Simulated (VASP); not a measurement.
A run of VASP 6.6.1 is set up as follows.

File INCAR:

```
PREC     = Accurate       # precision mode
ENCUT    = 520            # plane-wave cutoff, eV
EDIFF    = 1E-6           # SCF threshold, eV
ISMEAR   = 0              # smearing method
SIGMA    = 0.05           # smearing width, eV
LREAL    = F              # projectors in reciprocal space
LASPH    = T              # aspherical terms in the spheres
NELM     = 100            # most SCF steps
ALGO     = Normal         # electronic algorithm
ISIF     = 2              # what is computed and relaxed
LWAVE    = F              # write WAVECAR
LCHARG   = F              # write CHGCAR
GGA      = PE             # functional
NBANDS   = 19             # bands
```

Contents of KPOINTS:

```
Automatic mesh
0
Gamma
  8 8 8
```

POSCAR

```
HfSi3
1.0
    3.9927472028      0.0567041262     -0.0289458273
    0.0567041262      3.9564962018      0.0173656419
   -0.0289458273      0.0173656419      3.9587752969
Hf Si
1 3
Direct
    0.0043753433     -0.0040990611     -0.0036686640
    0.0027397593      0.5080257280      0.5076469226
    0.4938348448      0.4961671303      0.0027516540
    0.4990500526     -0.0000937972      0.4932700874
```

Potentials or basis: VASP PAW PBE potentials, release 64 (Hf_pv, Si).

Launch:

```console
$ cat potpaw_PBE.64/Hf_pv/POTCAR potpaw_PBE.64/Si/POTCAR > POTCAR
$ mpirun -np 1 vasp_std > vasp.out
```

Question: What does it give for the pressure?

Answer: 0.4 GPa.

Question: Estimate the largest force.

Answer: 0.372 eV/Å.

Question: What does it give for the band gap on the k mesh?

Answer: Zero (bands 11 and 12 overlap by 1.94 eV).

Forces on the atoms (eV/Å):
```
Hf  -0.271  0.218  0.072
Si  -0.065 -0.268 -0.249
Si   0.244 -0.003  0.041
Si   0.092  0.053  0.135
```

Caveat: the cell differs from its parent crystal (atoms moved at random and the cell strained at random); spin-orbit coupling is left out, which moves the levels of the heavy elements.
